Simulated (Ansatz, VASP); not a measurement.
# Two plane-wave programs on Na

```
Na
1.0
     0.00000    2.55602    2.55602
     2.55602    0.00000    2.55602
     2.55602    2.55602    0.00000
Na
1
Cartesian
  0.0000 0.0000 0.0000
```

Alike in both runs: functional LDA; k mesh 13 × 13 × 13; occupations fermi-dirac, width 0.05 eV; no spin polarisation.

Ansatz relaxed the structure, and its values are those at the end. VASP's run is a single point on that final structure, the one shown.

|  | VASP | Ansatz |
| --- | --- | --- |
| version | VASP 6.6.1 | Ansatz 0.2.0 |
| potentials or method | VASP PAW LDA potentials, release 64 (Na_pv) | PAW with Ansatz's default frozen-core files, scalar-relativistic |
| plane-wave cutoff (eV) | 520 | 420 |
| valence electrons in the cell | 7 | 9 |

```csv
,VASP,Ansatz,Ansatz less VASP
pressure (GPa),0.0,0.0,+0.03
```

LDA's correlation is that of Perdew and Zunger in VASP and of Perdew and Wang (1992) in Ansatz. VASP's potentials hold 7 valence electrons a cell and Ansatz's 9, so a difference there can come from the potentials and not from the codes.
